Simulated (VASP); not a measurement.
# SnO (Romarchite) (P4/nmm) in VASP: notebook

Runs on SnO (Romarchite). Level: PBE. Tasks: single point.

All numbers are computed with VASP 6.6.1; they aren't measurements. Logs are shortened: lines on timing, memory, paths and dates and some standing lists are left out, and cuts for length are marked.

**1. The cell of the first run**

The structure is tetragonal, space group P4/nmm (No. 129). The conventional cell has a = 3.734 Å, b = 3.734 Å, c = 4.759 Å, α = 90.00°, β = 90.00°, γ = 90.00°. Within 2.9 Å of Sn (site symmetry 4mm) lie 4 O at 2.18 Å. Within 2.9 Å of O (site symmetry -4m2) lie 4 Sn at 2.18 Å and 4 O at 2.64 Å.

**2. Single point, PBE**

INCAR

```
ALGO     = Normal         # electronic algorithm
EDIFF    = 1E-6           # SCF threshold, eV
ENCUT    = 520            # plane-wave cutoff, eV
GGA      = PE             # functional
ISIF     = 2              # what is computed and relaxed
ISMEAR   = -1             # smearing method
LASPH    = True           # aspherical terms in the spheres
LCHARG   = False          # write CHGCAR
LREAL    = False          # projectors in reciprocal space
LWAVE    = False          # write WAVECAR
NBANDS   = 28             # bands
NELM     = 80             # most SCF steps
PREC     = Accurate       # precision mode
SIGMA    = 0.05           # smearing width, eV
```

KPOINTS

```
k-points
0
Gamma
  6 6 4
```

POSCAR

```
SnO
1.0
    3.7342045089      0.0000000000      0.0000000000
    0.0000000000      3.7342045089      0.0000000000
    0.0000000000      0.0000000000      4.7587366889
Sn O
2 2
Direct
    0.5000000000      0.0000000000      0.2369000000
    0.0000000000      0.5000000000      0.7631000000
    0.0000000000      0.0000000000      0.0000000000
    0.5000000000      0.5000000000      0.0000000000
```

Potentials or basis: VASP PAW PBE potentials, release 64 (Sn_d, O).

Run with:

```bash
$ cat potpaw_PBE.64/Sn_d/POTCAR potpaw_PBE.64/O/POTCAR > POTCAR
$ mpirun -np 1 vasp_std > vasp.out
```

OUTCAR:

```text
EDIFF = 1E-6
   ENCUT = 520
   GGA = PE
   ISIF = 2
   ISMEAR = -1
   LASPH = True
   LREAL = False
   NELM = 80
   PREC = Accurate

 ion  position               nearest neighbor table
   1  0.500  0.000  0.237-   3 2.18   4 2.18   4 2.18   3 2.18   2 3.47   2 3.47   2 3.47   2 3.47
                             2 3.64   2 3.64   2 3.64   2 3.64
   2  0.000  0.500  0.763-   3 2.18   4 2.18   3 2.18   4 2.18   1 3.47   1 3.47   1 3.47   1 3.47
                             1 3.64   1 3.64   1 3.64   1 3.64
   3  0.000  0.000  0.000-   1 2.18   2 2.18   2 2.18   1 2.18
   4  0.500  0.500  0.000-   1 2.18   2 2.18   1 2.18   2 2.18

  LATTYP: Found a simple tetragonal cell.
 ALAT       =     3.7342045089
 C/A-ratio  =     1.2743642394

  Lattice vectors:

 A1 = (   3.7342045089,   0.0000000000,   0.0000000000)
 A2 = (   0.0000000000,   3.7342045089,   0.0000000000)
 A3 = (   0.0000000000,   0.0000000000,   4.7587366889)

Analysis of symmetry for initial positions (statically):
=====================================================================
 Subroutine PRICEL returns:
 Original cell was already a primitive cell.

 Routine SETGRP: Setting up the symmetry group for a
 simple tetragonal supercell.

 Subroutine GETGRP returns: Found 16 space group operations
 (whereof  8 operations were pure point group operations)
 out of a pool of 16 trial point group operations.

The static configuration has the point symmetry D_2d.
 The point group associated with its full space group is D_4h.

Analysis of symmetry for dynamics (positions and initial velocities):
=====================================================================
 Subroutine PRICEL returns:
 Original cell was already a primitive cell.

 Routine SETGRP: Setting up the symmetry group for a
 simple tetragonal supercell.

 Subroutine GETGRP returns: Found 16 space group operations
 (whereof  8 operations were pure point group operations)
 out of a pool of 16 trial point group operations.

The dynamic configuration has the point symmetry D_2d.
 The point group associated with its full space group is D_4h.

 Subroutine INISYM returns: Found 16 space group operations
 (whereof  8 operations are pure point group operations),
 and found     1 'primitive' translations

----------------------------------------------------------------------------------------

                                     Primitive cell

  volume of cell :      66.3572

  direct lattice vectors                    reciprocal lattice vectors
     3.734204509  0.000000000  0.000000000     0.267794653  0.000000000  0.000000000
     0.000000000  3.734204509  0.000000000     0.000000000  0.267794653  0.000000000
     0.000000000  0.000000000  4.758736689     0.000000000  0.000000000  0.210139805

  length of vectors
     3.734204509  3.734204509  4.758736689     0.267794653  0.267794653  0.210139805

  position of ions in fractional coordinates (direct lattice)
     0.500000000  0.000000000  0.236900000
     0.000000000  0.500000000  0.763100000
     0.000000000  0.000000000  0.000000000
     0.500000000  0.500000000  0.000000000

  ion indices of the primitive-cell ions
   primitive index   ion index
                 1           1
                 2           2
                 3           3
                 4           4

----------------------------------------------------------------------------------------

 KPOINTS: k-points

Automatic generation of k-mesh.
 Grid dimensions read from file:
 generate k-points for:    6    6    4

 Generating k-lattice:

  Cartesian coordinates                     Fractional coordinates (reciprocal lattice)
     0.044632442  0.000000000  0.000000000     0.166666667  0.000000000  0.000000000
     0.000000000  0.044632442  0.000000000     0.000000000  0.166666667  0.000000000
     0.000000000  0.000000000  0.052534951     0.000000000  0.000000000  0.250000000

  Length of vectors
     0.044632442  0.044632442  0.052534951

  Shift w.r.t. Gamma in fractional coordinates (k-lattice)
     0.000000000  0.000000000  0.000000000

 Subroutine IBZKPT returns following result:
 ===========================================

 Found     30 irreducible k-points:

 Following reciprocal coordinates:
            Coordinates               Weight
  0.000000  0.000000  0.000000      1.000000
  0.166667  0.000000  0.000000      4.000000
  0.333333  0.000000  0.000000      4.000000
  0.500000  0.000000  0.000000      2.000000
  0.166667  0.166667  0.000000      4.000000
  0.333333  0.166667  0.000000      8.000000
[... 16 lines left out ...]
  0.333333  0.000000  0.500000      4.000000
  0.500000  0.000000  0.500000      2.000000
 [... further k-points ...]
   k-points           NKPTS =     30   k-points in BZ     NKDIM =     30   number of bands    NBANDS=     28
   number of dos      NEDOS =    301   number of ions     NIONS =      4
   total plane-waves  NPLWV =  28224
   dimension x,y,z NGX =    28 NGY =   28 NGZ =   36
   dimension x,y,z NGXF=    56 NGYF=   56 NGZF=   72
   ions per type =               2   2
   NGX,Y,Z   is equivalent  to a cutoff of  12.47, 12.47, 12.58 a.u.
   NGXF,Y,Z  is equivalent  to a cutoff of  24.93, 24.93, 25.15 a.u.
 SYSTEM =  unknown system
   PREC   = accura    normal or accurate (medium, high low for compatibility)
   ISTART =      0    job   : 0-new  1-cont  2-samecut
   ICHARG =      2    charge: 1-file 2-atom 10-const
   ISPIN  =      1    spin polarized calculation?
   LNONCOLLINEAR =      F non collinear calculations
   LSORBIT =      F    spin-orbit coupling
   LASPH  =      T    aspherical Exc in radial PAW
   ENCUT  =  520.0 eV  38.22 Ry    6.18 a.u.   6.94  6.94  8.85*2*pi/ulx,y,z
   NELM   =     80;   NELMIN=  2; NELMDL= -5     # of ELM steps
   EDIFF  = 0.1E-05   stopping-criterion for ELM
   LREAL  =      F    real-space projection
   EDIFFG = 0.1E-04   stopping-criterion for IOM
   NSW    =      0    number of steps for IOM
   IBRION =     -1    ionic relax: 0-MD 1-quasi-New 2-CG
   NFREE  =      0    steps in history (QN), initial steepest desc. (CG)
   ISIF   =      2    stress and relaxation
   ISYM   =      2    0-nonsym 1-usesym 2-fastsym
   POTIM  = 0.5000    time-step for ionic-motion
   TEBEG  =    0.0;   TEEND  =   0.0 temperature during run
   PSTRESS=    0.0 pullay stress
   NELECT =      40.0000    total number of electrons
   NUPDOWN=      -1.0000    fix difference up-down
   EMIN   =  10.00;   EMAX   =-10.00  energy-range for DOS
   EFERMI =   0.00;   METHOD = LEGACY
   ISMEAR =    -1;   SIGMA  =   0.05  broadening in eV -4-tet -1-fermi 0-gaus
   EFERMI_NEDOS =   21; number of points for ismear=-14 and -15
   IALGO  =     38    algorithm
   IMIX   =      4    mixing-type and parameters
     AMIX     =   0.40;   BMIX     =  1.00
     AMIX_MAG =   1.60;   BMIX_MAG =  1.00
  volume/ion in A,a.u.               =      16.59       111.95
  Fermi-wavevector in a.u.,A,eV,Ry     =   1.382926  2.613351 26.020920  1.912484
  Thomas-Fermi vector in A             =   2.507572
   LORBIT       =      0    0 simple, 1 ext, 2 COOP (PROOUT), +10 PAW based schemes
   GGA     = PE    functional components
   LHFCALC =     F    Hartree Fock is set to
   AEXX    =    0.0000 exact exchange contribution
   IVDW    =     0    specifies the selected vdW correction
   LEPSILON=     F    determine dielectric tensor
   LRPA    =     F    only Hartree local field effects (RPA)
 non-spin polarized calculation
  energy-cutoff  :      520.00
  volume of cell :       66.36
 maximum number of plane-waves:      1812
 NGX is ok and might be reduce to    28
   NGX = 13   NGY = 13   NGZ = 17

 number of electron      40.0000018 magnetization

 Free energy of the ion-electron system (eV)
  ---------------------------------------------------
  ext. energy  EPLUGINS =         0.00000000
  ---------------------------------------------------
  free energy    TOTEN  =       -22.48522482 eV

  energy without entropy =      -22.48229917  energy(sigma->0) =      -22.48376199

 E-fermi :   8.0303     XC(G=0): -10.5327

 val. band max:        7.9711373377   @ k =   0.1667   0.0000   0.0000
 cond. band min:       8.0612378766   @ k =   0.0000   0.0000   0.0000
 fundamental gap:      0.0901005389
 Fermi energy:         8.0303020426

 k-point     1 :       0.0000    0.0000    0.0000
  band No.  band energies     occupation
      1     -14.3632      2.00000
      2     -13.7871      2.00000
      3     -13.7871      2.00000
      4     -13.7791      2.00000
      5     -13.7206      2.00000
      6     -13.7173      2.00000
[... 20 lines left out ...]
     27      14.7953      0.00000
     28      15.1012      0.00000

 k-point     2 :       0.1667    0.0000    0.0000
  band No.  band energies     occupation
      1     -14.3488      2.00000
      2     -13.8598      2.00000
      3     -13.7796      2.00000
      4     -13.7789      2.00000
      5     -13.7547      2.00000
      6     -13.7212      2.00000
[... 20 lines left out ...]
     27      15.0760      0.00000
     28      17.1581      0.00000

 k-point     3 :       0.3333    0.0000    0.0000
  band No.  band energies     occupation
      1     -14.3084      2.00000
      2     -14.0815      2.00000
      3     -13.7591      2.00000
      4     -13.7589      2.00000
      5     -13.7333      2.00000
      6     -13.7297      2.00000
[... 20 lines left out ...]
     27      15.6163      0.00000
     28      18.3585      0.00000

 k-point     4 :       0.5000    0.0000    0.0000
  band No.  band energies     occupation
      1     -14.2292      2.00000
      2     -14.2292      2.00000
      3     -13.7405      2.00000
      4     -13.7405      2.00000
      5     -13.7371      2.00000
      6     -13.7371      2.00000
[... 578 lines left out ...]
     27      16.2296      0.00000
     28      17.3245      0.00000

 k-point    23 :       0.3333    0.0000    0.5000
  band No.  band energies     occupation
      1     -14.3103      2.00000
      2     -14.1134      2.00000
      3     -13.7758      2.00000
      4     -13.7582      2.00000
      5     -13.7370      2.00000
      6     -13.7368      2.00000
[... 20 lines left out ...]
     27      16.4316      0.00000
     28      18.1601      0.00000

 k-point    24 :       0.5000    0.0000    0.5000
  band No.  band energies     occupation
      1     -14.2485      2.00000
      2     -14.2485      2.00000
      3     -13.7771      2.00000
      4     -13.7771      2.00000
      5     -13.7287      2.00000
      6     -13.7287      2.00000
[... 20 lines left out ...]
     27      16.9708      0.00000
     28      16.9708      0.00000

 [... further k-points ...]
[... 5 lines left out ...]
  --------------------------------------------------------------------------------------
  -------------------------------------------------------------------------------------
  Total        4.8822752      4.8822752      3.8876904      0.0000000      0.0000000      0.0000000
  in kB      117.8813127    117.8813127     93.8673125      0.0000000      0.0000000      0.0000000
  external PRESSURE =     109.8766459 kB  Pullay stress =       0.0000000 kB

 VOLUME and BASIS-vectors are now :
 -----------------------------------------------------------------------------
  energy-cutoff  :      520.00
  volume of cell :       66.36
      direct lattice vectors                 reciprocal lattice vectors
     3.734204509  0.000000000  0.000000000     0.267794653  0.000000000  0.000000000
     0.000000000  3.734204509  0.000000000     0.000000000  0.267794653  0.000000000
     0.000000000  0.000000000  4.758736689     0.000000000  0.000000000  0.210139805

 POSITION                                       TOTAL-FORCE (eV/Angst)
 -----------------------------------------------------------------------------------
      1.86710      0.00000      1.12734        -0.000000      0.000000      1.449740
      0.00000      1.86710      3.63139         0.000000      0.000000     -1.449740
      0.00000      0.00000      0.00000        -0.000000     -0.000000      0.000000
      1.86710      1.86710      0.00000        -0.000000      0.000000      0.000000
 -----------------------------------------------------------------------------------
    total drift:                                0.000000      0.000000      0.000000

  FREE ENERGIE OF THE ION-ELECTRON SYSTEM (eV)
  ---------------------------------------------------
  free  energy   TOTEN  =       -22.4852248209 eV

  energy  without entropy=      -22.4822991671  energy(sigma->0) =      -22.48376199
```

Wall time 19 s (1 thread of Intel Xeon 6975P-C (Granite Rapids), shared host); peak memory 0.19 GiB.

Results:

```yaml
Free_energy: -22.4852 eV
Pressure: 11.0 GPa
Largest_force: 1.450 eV/Å
Band_gap_on_the_k_mesh: zero (band 20 reaches 8.06 eV, above the bottom of band 21 at 7.94 eV)
```

Forces on the atoms (eV/Å):
```
Sn   0.000  0.000  1.450
Sn   0.000  0.000 -1.450
O    0.000  0.000  0.000
O    0.000  0.000  0.000
```

Caveat: spin-orbit coupling is left out, which moves the levels of the heavy elements; forces of over 1 eV/Å act on the atoms, so gaps and moduli don't describe the material at rest.

**3. Single point, PBE**

This run uses another cell than the first one, of 17.11 Å³/atom, 1.032 times its volume.

INCAR

```
PREC = Accurate
ENCUT = 520
EDIFF = 1E-6
ISMEAR = -1
SIGMA = 0.05
LREAL = False
LASPH = True
NELM = 80
ALGO = Normal
ISIF = 2
LWAVE = False
LCHARG = False
GGA = PE
NBANDS = 28
```

KPOINTS

```
Automatic mesh
0
Gamma
  6 6 4
```

POSCAR

```
SnO
1.0
    3.7731052721      0.0000000000      0.0000000000
    0.0000000000      3.7731052721      0.0000000000
    0.0000000000      0.0000000000      4.8083104305
Sn O
2 2
Direct
    0.5000000000      0.0000000000      0.2369000000
    0.0000000000      0.5000000000      0.7631000000
    0.0000000000      0.0000000000      0.0000000000
    0.5000000000      0.5000000000      0.0000000000
```

Potentials or basis: VASP PAW PBE potentials, release 64 (Sn_d, O).

Run with:

```bash
$ cat potpaw_PBE.64/Sn_d/POTCAR potpaw_PBE.64/O/POTCAR > POTCAR
$ mpirun -np 1 vasp_std > vasp.out
```

It took 19 s on 1 thread of Intel Xeon 6975P-C (Granite Rapids), shared host; peak memory 0.19 GiB.

It converged, with:

```
Free energy            : -22.6057 eV
Pressure               : 7.2 GPa
Largest force          : 0.927 eV/Å
Band gap on the k mesh : zero (filled and empty bands overlap)
```

Forces in eV/Å, atoms in the order of the input:
```
Sn   0.000  0.000  0.927
Sn   0.000  0.000 -0.927
O    0.000  0.000  0.000
O    0.000  0.000  0.000
```

Stress tensor (GPa, compression positive):
```
7.72 0.00 0.00
0.00 7.72 0.00
0.00 0.00 6.18
```

Levels at points of the mesh, in eV from the Fermi level:
| k point | band 16 | band 17 | band 18 | band 19 | band 20 | band 21 | band 22 | band 23 | band 24 | band 25 |
| --- | --- | --- | --- | --- | --- | --- | --- | --- | --- | --- |
| (0.00, 0.00, 0.00) | -6.61 | -3.73 | -3.43 | -3.43 | -0.01 | 2.11 | 4.29 | 4.70 | 4.70 | 5.73 |
| (0.50, 0.00, 0.00) | -5.30 | -5.15 | -5.15 | -2.87 | -2.87 | 3.19 | 3.19 | 5.97 | 5.97 | 6.01 |
| (0.50, 0.50, 0.00) | -5.44 | -2.75 | -2.75 | -1.96 | -1.96 | -0.01 | -0.01 | 4.41 | 4.41 | 7.31 |
| (0.00, 0.00, 0.50) | -3.79 | -3.44 | -3.44 | -3.09 | -2.40 | 1.63 | 2.92 | 2.92 | 3.68 | 7.87 |
| (0.50, 0.00, 0.50) | -5.77 | -5.11 | -5.11 | -1.87 | -1.87 | 2.56 | 2.56 | 5.46 | 5.46 | 6.73 |
| (0.50, 0.50, 0.50) | -5.89 | -2.77 | -2.77 | -2.75 | -2.75 | 2.27 | 2.27 | 4.05 | 4.05 | 5.62 |

Caveat: spin-orbit coupling is left out, which moves the levels of the heavy elements.

**4. Single point, PBE**

This run uses another cell than the first one, of 17.64 Å³/atom, 1.063 times its volume.

INCAR

```
SYSTEM = SnO
PREC = Accurate
ENCUT = 520
EDIFF = 1E-6
ISMEAR = -1
SIGMA = 0.05
LREAL = .FALSE.
LASPH = .TRUE.
NELM = 60
ALGO = Normal
ISIF = 2
LWAVE = .FALSE.
LCHARG = .TRUE.
GGA = PE
LELF = .TRUE.
LVHAR = .TRUE.
NBANDS = 28
```

KPOINTS

```
Automatic mesh
0
G
  6 6 4
  0 0 0
```

POSCAR

```
SnO
1.0
    3.8112200263      0.0000000000      0.0000000000
    0.0000000000      3.8112200263      0.0000000000
    0.0000000000      0.0000000000      4.8568825102
Sn O
2 2
Direct
    0.5000000000      0.0000000000      0.2369000000
    0.0000000000      0.5000000000      0.7631000000
    0.0000000000      0.0000000000      0.0000000000
    0.5000000000      0.5000000000      0.0000000000
```

Run with:

```bash
$ cat potpaw_PBE.64/Sn_d/POTCAR potpaw_PBE.64/O/POTCAR > POTCAR
$ mpirun -np 1 vasp_std > vasp.out
```

Run time: 19 s. Hardware: 1 thread of Intel Xeon 6975P-C (Granite Rapids), shared host; peak memory 0.19 GiB.

Results (log left out):

| Item | Value |
| --- | --- |
| Free energy | -22.6803 eV |
| Pressure | 4.0 GPa |
| Largest force | 0.459 eV/Å |
| Band gap on the k mesh | 0.11 eV, indirect (least direct gap 1.99 eV) |

Forces on the atoms (eV/Å):
```
Sn   0.000  0.000  0.459
Sn   0.000  0.000 -0.459
O    0.000  0.000  0.000
O    0.000  0.000  0.000
```

Stress tensor (GPa, compression positive):
```
4.26 0.00 0.00
0.00 4.26 0.00
0.00 0.00 3.42
```

Levels at points of the mesh, in eV from the valence-band top:
```
           k point  band 18  band 19  band 20  band 21  band 22  band 23
(0.00, 0.00, 0.00)    -3.19    -3.19     0.00     2.07     4.33     4.70
(0.50, 0.00, 0.00)    -4.86    -2.70    -2.70     3.17     3.17     5.91
(0.50, 0.50, 0.00)    -2.53    -1.88    -1.88     0.11     0.11     4.47
(0.00, 0.00, 0.50)    -3.21    -3.15    -2.22     1.68     2.99     2.99
(0.50, 0.00, 0.50)    -4.82    -1.74    -1.74     2.56     2.56     5.43
(0.50, 0.50, 0.50)    -2.66    -2.53    -2.53     2.36     2.36     4.01
```

Caveat: spin-orbit coupling is left out, which moves the levels of the heavy elements.

**5. The runs side by side**

| cell | gap on the mesh (eV) | pressure (GPa) | largest force (eV/Å) |
| --- | --- | --- | --- |
| a = 3.734, b = 3.734, c = 4.759 Å, 4 atoms | none | 11.0 | 1.45 |
| a = 3.773, b = 3.773, c = 4.808 Å, 4 atoms | none | 7.2 | 0.93 |
| a = 3.811, b = 3.811, c = 4.857 Å, 4 atoms | 0.11 | 4.0 | 0.46 |

Alike in all rows: task single point; level PBE; potentials or basis VASP PAW PBE potentials, release 64 (Sn_d, O); no spin polarisation; k mesh 6 × 6 × 4; cutoff (eV) 520; smearing fermi-dirac 0.05 eV.

Caveats: spin-orbit coupling is left out, which moves the levels of the heavy elements; forces of over 1 eV/Å act on the atoms, so gaps and moduli don't describe the material at rest (some runs).

Total energies depend on the potentials used, so only differences within one code and one set of settings carry meaning.
